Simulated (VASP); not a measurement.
# Ti (Im-3m) in VASP: settings compared

Ti is run at these levels: PBE, PBEsol; tasks: single point.

Program: VASP 6.6.1. These are calculated values, not measurements. Logs are shortened: lines on timing, memory, paths and dates and some standing lists are left out, and cuts for length are marked.

### 1 The cell of the first run

It takes space group Im-3m (No. 229, cubic). Conventional cell: a = 3.282 Å, b = 3.282 Å, c = 3.282 Å, α = 90.00°, β = 90.00°, γ = 90.00°. Ti (site symmetry m-3m) has 14 Ti at 2.84 to 3.28 Å within 3.7 Å.

### 2 Single point, PBE

File INCAR:

```
SYSTEM = Ti
PREC = Accurate
ENCUT = 500
EDIFF = 1E-6
ISMEAR = 0
SIGMA = 0.027000000000000003
LREAL = .FALSE.
LASPH = .TRUE.
NELM = 120
ALGO = Normal
ISIF = 2
LWAVE = .FALSE.
LCHARG = .TRUE.
GGA = PE
LELF = .TRUE.
LVHAR = .TRUE.
NBANDS = 12
GGA_COMPAT = .FALSE.
```

File KPOINTS:

```
Automatic mesh
0
G
  11 11 11
  0 0 0
```

File POSCAR:

```
Ti
1.0
   -1.6410000000      1.6410000000      1.6410000000
    1.6410000000     -1.6410000000      1.6410000000
    1.6410000000      1.6410000000     -1.6410000000
Ti
1
Direct
    0.0000000000      0.0000000000      0.0000000000
```

Potentials or basis: VASP PAW PBE potentials, release 64 (Ti_sv).

Launch:

```bash
$ cat potpaw_PBE.64/Ti_sv/POTCAR > POTCAR
$ mpirun -np 1 vasp_std > vasp.out
```

OUTCAR:

```text
SYSTEM = Ti
   PREC = Accurate
   ENCUT = 500
   EDIFF = 1E-6
   ISMEAR = 0
   LREAL = .FALSE.
   LASPH = .TRUE.
   NELM = 120
   ISIF = 2
   GGA = PE

 ion  position               nearest neighbor table
   1  0.000  0.000  0.000-

  LATTYP: Found a body centered cubic cell.
 ALAT       =     3.2820000000

  Lattice vectors:

 A1 = (  -1.6410000000,   1.6410000000,   1.6410000000)
 A2 = (   1.6410000000,  -1.6410000000,   1.6410000000)
 A3 = (   1.6410000000,   1.6410000000,  -1.6410000000)

Analysis of symmetry for initial positions (statically):
=====================================================================
 Subroutine PRICEL returns:
 Original cell was already a primitive cell.

 Routine SETGRP: Setting up the symmetry group for a
 body centered cubic supercell.

 Subroutine GETGRP returns: Found 48 space group operations
[... 9 lines left out ...]

 Routine SETGRP: Setting up the symmetry group for a
 body centered cubic supercell.

 Subroutine GETGRP returns: Found 48 space group operations
[... 11 lines left out ...]
                                     Primitive cell

  volume of cell :      17.6761

  direct lattice vectors                    reciprocal lattice vectors
    -1.641000000  1.641000000  1.641000000     0.000000000  0.304692261  0.304692261
     1.641000000 -1.641000000  1.641000000     0.304692261  0.000000000  0.304692261
     1.641000000  1.641000000 -1.641000000     0.304692261  0.304692261  0.000000000

  length of vectors
     2.842295375  2.842295375  2.842295375     0.430899928  0.430899928  0.430899928

  position of ions in fractional coordinates (direct lattice)
     0.000000000  0.000000000  0.000000000

  ion indices of the primitive-cell ions
   primitive index   ion index
                 1           1

----------------------------------------------------------------------------------------

 KPOINTS: Automatic mesh

Automatic generation of k-mesh.
 Grid dimensions read from file:
 generate k-points for:   11   11   11

 Generating k-lattice:

  Cartesian coordinates                     Fractional coordinates (reciprocal lattice)
     0.000000000  0.027699296  0.027699296     0.090909091  0.000000000  0.000000000
     0.027699296  0.000000000  0.027699296     0.000000000  0.090909091  0.000000000
     0.027699296  0.027699296  0.000000000     0.000000000  0.000000000  0.090909091

  Length of vectors
     0.039172721  0.039172721  0.039172721

  Shift w.r.t. Gamma in fractional coordinates (k-lattice)
     0.000000000  0.000000000  0.000000000

 Subroutine IBZKPT returns following result:
 ===========================================

 Found     56 irreducible k-points:

 Following reciprocal coordinates:
            Coordinates               Weight
  0.000000  0.000000  0.000000      1.000000
  0.090909  0.000000  0.000000     12.000000
  0.181818  0.000000  0.000000     12.000000
  0.272727  0.000000  0.000000     12.000000
  0.363636  0.000000  0.000000     12.000000
  0.454545  0.000000  0.000000     12.000000
[... 16 lines left out ...]
  0.272727  0.181818  0.090909     48.000000
  0.363636  0.181818  0.090909     24.000000
 [... further k-points ...]
   k-points           NKPTS =     56   k-points in BZ     NKDIM =     56   number of bands    NBANDS=     12
   number of dos      NEDOS =    301   number of ions     NIONS =      1
   total plane-waves  NPLWV =  13824
   dimension x,y,z NGX =    24 NGY =   24 NGZ =   24
   dimension x,y,z NGXF=    48 NGYF=   48 NGZF=   48
   ions per type =               1
   NGX,Y,Z   is equivalent  to a cutoff of  14.04, 14.04, 14.04 a.u.
   NGXF,Y,Z  is equivalent  to a cutoff of  28.08, 28.08, 28.08 a.u.
 SYSTEM =  Ti
   PREC   = accura    normal or accurate (medium, high low for compatibility)
   ISTART =      0    job   : 0-new  1-cont  2-samecut
   ICHARG =      2    charge: 1-file 2-atom 10-const
   ISPIN  =      1    spin polarized calculation?
   LNONCOLLINEAR =      F non collinear calculations
   LSORBIT =      F    spin-orbit coupling
   LASPH  =      T    aspherical Exc in radial PAW
   ENCUT  =  500.0 eV  36.75 Ry    6.06 a.u.   5.18  5.18  5.18*2*pi/ulx,y,z
   NELM   =    120;   NELMIN=  2; NELMDL= -5     # of ELM steps
   EDIFF  = 0.1E-05   stopping-criterion for ELM
   LREAL  =      F    real-space projection
   EDIFFG = 0.1E-04   stopping-criterion for IOM
   NSW    =      0    number of steps for IOM
   IBRION =     -1    ionic relax: 0-MD 1-quasi-New 2-CG
   NFREE  =      0    steps in history (QN), initial steepest desc. (CG)
   ISIF   =      2    stress and relaxation
   ISYM   =      2    0-nonsym 1-usesym 2-fastsym
   POTIM  = 0.5000    time-step for ionic-motion
   TEBEG  =    0.0;   TEEND  =   0.0 temperature during run
   PSTRESS=    0.0 pullay stress
   NELECT =      12.0000    total number of electrons
   NUPDOWN=      -1.0000    fix difference up-down
   EMIN   =  10.00;   EMAX   =-10.00  energy-range for DOS
   EFERMI =   0.00;   METHOD = LEGACY
   ISMEAR =     0;   SIGMA  =   0.03  broadening in eV -4-tet -1-fermi 0-gaus
   EFERMI_NEDOS =   21; number of points for ismear=-14 and -15
   IALGO  =     38    algorithm
   IMIX   =      4    mixing-type and parameters
     AMIX     =   0.40;   BMIX     =  1.00
     AMIX_MAG =   1.60;   BMIX_MAG =  1.00
  volume/ion in A,a.u.               =      17.68       119.28
  Fermi-wavevector in a.u.,A,eV,Ry     =   1.438821  2.718977 28.166848  2.070205
  Thomas-Fermi vector in A             =   2.557745
   LORBIT       =      0    0 simple, 1 ext, 2 COOP (PROOUT), +10 PAW based schemes
   GGA     = PE    functional components
   LHFCALC =     F    Hartree Fock is set to
   AEXX    =    0.0000 exact exchange contribution
   IVDW    =     0    specifies the selected vdW correction
   LEPSILON=     F    determine dielectric tensor
   LRPA    =     F    only Hartree local field effects (RPA)
 non-spin polarized calculation
 Gauss-broadening in eV      SIGMA  =   0.03
  energy-cutoff  :      500.00
  volume of cell :       17.68
 maximum number of plane-waves:       460
 NGX is ok and might be reduce to    24
   NGX = 11   NGY = 11   NGZ = 11

 number of electron      12.0000001 magnetization

 Free energy of the ion-electron system (eV)
  ---------------------------------------------------
  ext. energy  EPLUGINS =         0.00000000
  ---------------------------------------------------
  free energy    TOTEN  =        -7.71646393 eV

  energy without entropy =       -7.71465105  energy(sigma->0) =       -7.71555749

 E-fermi :   7.8999     XC(G=0): -11.4090

 val. band max:        7.8917209348   @ k =  -0.3636  -0.4545   0.0909
 cond. band min:       7.9017328604   @ k =   0.1818   0.0909   0.0909
 fundamental gap:      0.0100119256
 Fermi energy:         7.8999308416

 k-point     1 :       0.0000    0.0000    0.0000
  band No.  band energies     occupation
      1     -48.6413      2.00000
      2     -24.5187      2.00000
      3     -24.5187      2.00000
      4     -24.5187      2.00000
      5       1.9909      2.00000
      6       8.8905      0.00000
      7       8.8905      0.00000
      8       8.8905      0.00000
      9      10.6103      0.00000
     10      10.6103      0.00000
     11      25.1906      0.00000
     12      25.1906      0.00000

 k-point     2 :       0.0909    0.0000    0.0000
  band No.  band energies     occupation
      1     -48.6317      2.00000
      2     -24.5711      2.00000
      3     -24.5349      2.00000
      4     -24.5190      2.00000
      5       2.2674      2.00000
      6       8.7669      0.00000
      7       8.8501      0.00000
      8       9.0899      0.00000
      9      10.4757      0.00000
     10      10.6184      0.00000
     11      24.7192      0.00000
     12      25.1265      0.00000

 k-point     3 :       0.1818    0.0000    0.0000
  band No.  band energies     occupation
      1     -48.6058      2.00000
      2     -24.7098      2.00000
      3     -24.5781      2.00000
      4     -24.5198      2.00000
      5       3.0443      2.00000
      6       8.4519      0.00000
      7       8.6352      0.00000
      8       9.6569      0.00000
      9      10.3042      0.00000
     10      10.6541      0.00000
     11      23.2019      0.00000
     12      24.4738      0.00000

 k-point     4 :       0.2727    0.0000    0.0000
  band No.  band energies     occupation
      1     -48.5718      2.00000
      2     -24.8878      2.00000
      3     -24.6343      2.00000
      4     -24.5209      2.00000
      5       4.1323      2.00000
      6       8.0702      0.00000
      7       8.2909      0.00000
      8      10.3608      0.00000
      9      10.4891      0.00000
     10      10.7330      0.00000
     11      20.8661      0.00000
     12      23.1800      0.00000

 k-point     5 :       0.3636    0.0000    0.0000
  band No.  band energies     occupation
      1     -48.5403      2.00000
      2     -25.0478      2.00000
      3     -24.6854      2.00000
      4     -24.5219      2.00000
      5       5.0904      2.00000
      6       7.7453      2.00000
      7       8.3098      0.00000
      8      10.5218      0.00000
      9      10.8418      0.00000
     10      11.3831      0.00000
     11      18.4390      0.00000
     12      21.9749      0.00000

 k-point     6 :       0.4545    0.0000    0.0000
  band No.  band energies     occupation
      1     -48.5215      2.00000
      2     -25.1414      2.00000
      3     -24.7156      2.00000
      4     -24.5225      2.00000
      5       5.4703      2.00000
      6       7.5622      2.00000
      7       8.8593      0.00000
      8      10.5954      0.00000
      9      10.9254      0.00000
     10      12.0030      0.00000
     11      16.7439      0.00000
     12      21.2835      0.00000

 k-point     7 :       0.0909    0.0909    0.0000
  band No.  band energies     occupation
      1     -48.6139      2.00000
      2     -24.6663      2.00000
      3     -24.5529      2.00000
      4     -24.5316      2.00000
      5       2.7962      2.00000
      6       8.5954      0.00000
      7       8.6530      0.00000
      8       9.5011      0.00000
      9      10.2825      0.00000
     10      10.6759      0.00000
     11      23.8924      0.00000
     12      24.5982      0.00000

 k-point     8 :       0.1818    0.0909    0.0000
  band No.  band energies     occupation
      1     -48.5840      2.00000
      2     -24.8171      2.00000
      3     -24.6051      2.00000
      4     -24.5375      2.00000
      5       3.7487      2.00000
      6       8.2410      0.00000
      7       8.3301      0.00000
      8      10.1831      0.00000
      9      10.2505      0.00000
     10      10.7785      0.00000
     11      22.1351      0.00000
     12      23.3417      0.00000
[... 166 lines left out ...]
 k-point    20 :       0.3636    0.0909    0.0909
  band No.  band energies     occupation
      1     -48.5184      2.00000
      2     -25.0946      2.00000
      3     -24.7461      2.00000
      4     -24.5705      2.00000
      5       5.9351      2.00000
      6       7.4326      2.00000
      7       8.2975      0.00000
      8      10.6939      0.00000
      9      10.9435      0.00000
     10      12.9567      0.00000
     11      16.6841      0.00000
     12      20.5087      0.00000

 k-point    21 :      -0.0909    0.0909    0.0909
  band No.  band energies     occupation
      1     -48.6223      2.00000
      2     -24.5886      2.00000
      3     -24.5513      2.00000
      4     -24.5513      2.00000
      5       2.5371      2.00000
      6       8.8499      0.00000
      7       8.8499      0.00000
      8       9.0920      0.00000
      9      10.1478      0.00000
     10      10.7759      0.00000
     11      24.2208      0.00000
     12      25.5541      0.00000

 k-point    22 :       0.1818    0.1818    0.0909
  band No.  band energies     occupation
      1     -48.5380      2.00000
      2     -25.0069      2.00000
      3     -24.6758      2.00000
      4     -24.6002      2.00000
      5       5.6450      2.00000
      6       7.5168      2.00000
      7       7.6329      2.00000
      8      10.6167      0.00000
      9      10.8537      0.00000
     10      12.2487      0.00000
     11      19.8557      0.00000
     12      20.0378      0.00000

 k-point    23 :       0.2727    0.1818    0.0909
  band No.  band energies     occupation
      1     -48.5196      2.00000
      2     -25.0369      2.00000
      3     -24.7591      2.00000
      4     -24.6152      2.00000
      5       6.3662      2.00000
      6       7.3652      2.00000
      7       7.6811      2.00000
      8      10.7281      0.00000
      9      10.9488      0.00000
     10      13.3749      0.00000
     11      17.5903      0.00000
     12      19.1687      0.00000

 k-point    24 :       0.3636    0.1818    0.0909
  band No.  band energies     occupation
      1     -48.5127      2.00000
      2     -25.0384      2.00000
      3     -24.8013      2.00000
      4     -24.6193      2.00000
      5       6.4754      2.00000
      6       7.3324      2.00000
      7       7.9329      0.08372
      8      10.7868      0.00000
      9      10.9757      0.00000
     10      14.1136      0.00000
     11      16.3272      0.00000
     12      18.8639      0.00000

 [... further k-points ...]
[... 5 lines left out ...]
  --------------------------------------------------------------------------------------
  -------------------------------------------------------------------------------------
  Total       -0.3444150     -0.3444150     -0.3444150      0.0000000      0.0000000      0.0000000
  in kB      -31.2181353    -31.2181353    -31.2181353      0.0000000      0.0000000      0.0000000
  external PRESSURE =     -31.2181353 kB  Pullay stress =       0.0000000 kB

 VOLUME and BASIS-vectors are now :
 -----------------------------------------------------------------------------
  energy-cutoff  :      500.00
  volume of cell :       17.68
      direct lattice vectors                 reciprocal lattice vectors
    -1.641000000  1.641000000  1.641000000     0.000000000  0.304692261  0.304692261
     1.641000000 -1.641000000  1.641000000     0.304692261  0.000000000  0.304692261
     1.641000000  1.641000000 -1.641000000     0.304692261  0.304692261  0.000000000

 POSITION                                       TOTAL-FORCE (eV/Angst)
 -----------------------------------------------------------------------------------
      0.00000      0.00000      0.00000        -0.000000     -0.000000      0.000000
 -----------------------------------------------------------------------------------
    total drift:                                0.000000      0.000000      0.000000

  FREE ENERGIE OF THE ION-ELECTRON SYSTEM (eV)
  ---------------------------------------------------
  free  energy   TOTEN  =        -7.7164639313 eV

  energy  without entropy=       -7.7146510477  energy(sigma->0) =       -7.71555749
```

Run time: 7.6 s. Hardware: 1 thread of Intel Xeon Platinum 8375C at 2.90GHz (Ice Lake), shared host; peak memory 0.14 GiB.

What came out:

| Item | Value |
| --- | --- |
| Free energy | -7.7165 eV |
| Pressure | -3.1 GPa |
| Band gap on the k mesh | zero (band 6 reaches 8.90 eV, above the bottom of band 7 at 7.33 eV) |

Levels at points of the mesh, in eV from the Fermi level:
```tsv
k point	band 2	band 3	band 4	band 5	band 6	band 7	band 8	band 9	band 10	band 11
(0.00, 0.00, 0.00)	-32.42	-32.42	-32.42	-5.91	0.99	0.99	0.99	2.71	2.71	17.29
```

### 3 Single point, PBEsol

This run uses another cell than the first one, of 13.59 Å³/atom, 0.769 times its volume.

File INCAR:

```
ALGO = Fast ; EDIFF = 1E-6
ENCUT = 520 ; GGA = PS
ISIF = 2 ; ISMEAR = -1
LASPH = T ; LCHARG = F
LREAL = F ; LWAVE = F
NBANDS = 12 ; NELM = 60
PREC = Accurate ; SIGMA = 0.05
```

File KPOINTS:

```
k-points
0
Gamma
  11 11 11
```

File POSCAR:

```
Ti
1.0
   -1.5031523475      1.5031523475      1.5031523475
    1.5031523475     -1.5031523475      1.5031523475
    1.5031523475      1.5031523475     -1.5031523475
Ti
1
Direct
    0.0000000000      0.0000000000      0.0000000000
```

Potentials or basis: VASP PAW PBE potentials, release 64 (Ti_sv).

Launch:

```bash
$ cat potpaw_PBE.64/Ti_sv/POTCAR > POTCAR
$ mpirun -np 1 vasp_std > vasp.out
```

Wall time 7 s (1 thread of Intel Xeon 6975P-C (Granite Rapids), shared host); peak memory 0.13 GiB.

It converged, with:

- Free energy: -8.0086 eV
- Pressure: 29.2 GPa
- Band gap on the k mesh: zero (band 6 reaches 11.93 eV, above the bottom of band 7 at 9.91 eV)

Levels at points of the mesh, in eV from the Fermi level:
| k point | band 3 | band 4 | band 5 | band 6 | band 7 | band 8 | band 9 | band 10 |
| --- | --- | --- | --- | --- | --- | --- | --- | --- |
| (0.00, 0.00, 0.00) | -31.39 | -31.39 | -6.34 | 1.19 | 1.19 | 1.19 | 3.57 | 3.57 |

Caveat: the PAW data sets were made with another functional, which shifts forces and pressure a little.

### 4 Single point, PBEsol

This run uses another cell than the first one, of 15.29 Å³/atom, 0.865 times its volume.

File INCAR:

```
SYSTEM = Ti
PREC = Accurate
ENCUT = 520
EDIFF = 1E-6
ISMEAR = -1
SIGMA = 0.05
LREAL = .FALSE.
LASPH = .TRUE.
NELM = 100
ALGO = Normal
ISIF = 2
LWAVE = .FALSE.
LCHARG = .FALSE.
GGA = PS
NBANDS = 12
```

File KPOINTS:

```
regular mesh
0
G
  11 11 11
  0 0 0
```

File POSCAR:

```
Ti
1.0
   -1.5635556392      1.5635556392      1.5635556392
    1.5635556392     -1.5635556392      1.5635556392
    1.5635556392      1.5635556392     -1.5635556392
Ti
1
Direct
    0.0000000000      0.0000000000      0.0000000000
```

Launch:

```bash
$ cat potpaw_PBE.64/Ti_sv/POTCAR > POTCAR
$ mpirun -np 1 vasp_std > vasp.out
```

It took 3.8 s on 1 thread of Intel Xeon 6975P-C (Granite Rapids), shared host; peak memory 0.13 GiB.

Results (log left out):

```
Free energy            : -8.2100 eV
Pressure               : 9.6 GPa
Band gap on the k mesh : zero (band 6 reaches 10.46 eV, above the bottom of band 7 at 8.62 eV)
```

Levels at points of the mesh, in eV from the Fermi level:
```csv
k point,band 2,band 3,band 4,band 5,band 6,band 7,band 8,band 9,band 10,band 11
"(0.00, 0.00, 0.00)",-31.80,-31.80,-31.80,-6.18,1.12,1.12,1.12,3.19,3.19,18.36
```

Caveat: the PAW data sets were made with another functional, which shifts forces and pressure a little.

### 5 Single point, PBEsol

This run uses another cell than the first one, of 14.36 Å³/atom, 0.812 times its volume.

File INCAR:

```
ALGO = Normal
EDIFF = 1E-7
ENCUT = 520
GGA = PS
ISIF = 2
ISMEAR = -1
LASPH = True
LCHARG = True
LELF = True
LREAL = False
LVHAR = True
LWAVE = False
NBANDS = 12
NELM = 80
PREC = Accurate
SIGMA = 0.05
```

File KPOINTS:

```
k-points
0
Gamma
  11 11 11
```

File POSCAR:

```
Ti
1.0
   -1.5311249808      1.5311249808      1.5311249808
    1.5311249808     -1.5311249808      1.5311249808
    1.5311249808      1.5311249808     -1.5311249808
Ti
1
Direct
    0.0000000000      0.0000000000      0.0000000000
```

Launch:

```bash
$ cat potpaw_PBE.64/Ti_sv/POTCAR > POTCAR
$ mpirun -np 1 vasp_std > vasp.out
```

It took 4.5 s on 1 thread of Intel Xeon 6975P-C (Granite Rapids), shared host; peak memory 0.13 GiB.

Results (log left out):

- Free energy: -8.1261 eV
- Pressure: 19.5 GPa
- Band gap on the k mesh: zero (band 6 reaches 11.22 eV, above the bottom of band 7 at 9.29 eV)

Levels at points of the mesh, in eV from the Fermi level:
```tsv
k point	band 4	band 5	band 6	band 7	band 8	band 9
(0.00, 0.00, 0.00)	-31.58	-6.27	1.16	1.16	1.16	3.39
```

Caveat: the PAW data sets were made with another functional, which shifts forces and pressure a little.

### 6 Summary

```tsv
level	cell	cutoff (eV)	smearing	gap on the mesh (eV)	pressure (GPa)
PBE	a = 2.842 Å, angles 109.5°, 1 atom	500	gaussian 0.027 eV	none	-3.1
PBEsol	a = 2.604 Å, angles 109.5°, 1 atom	520	fermi-dirac 0.05 eV	none	29.2
PBEsol	a = 2.708 Å, angles 109.5°, 1 atom	520	fermi-dirac 0.05 eV	none	9.6
PBEsol	a = 2.652 Å, angles 109.5°, 1 atom	520	fermi-dirac 0.05 eV	none	19.5
```

Alike in all rows: task single point; potentials or basis VASP PAW PBE potentials, release 64 (Ti_sv); no spin polarisation; k mesh 11 × 11 × 11.

Caveats: the PAW data sets were made with another functional, which shifts forces and pressure a little (some runs).

Absolute energies hang on the potentials; compare differences alone.
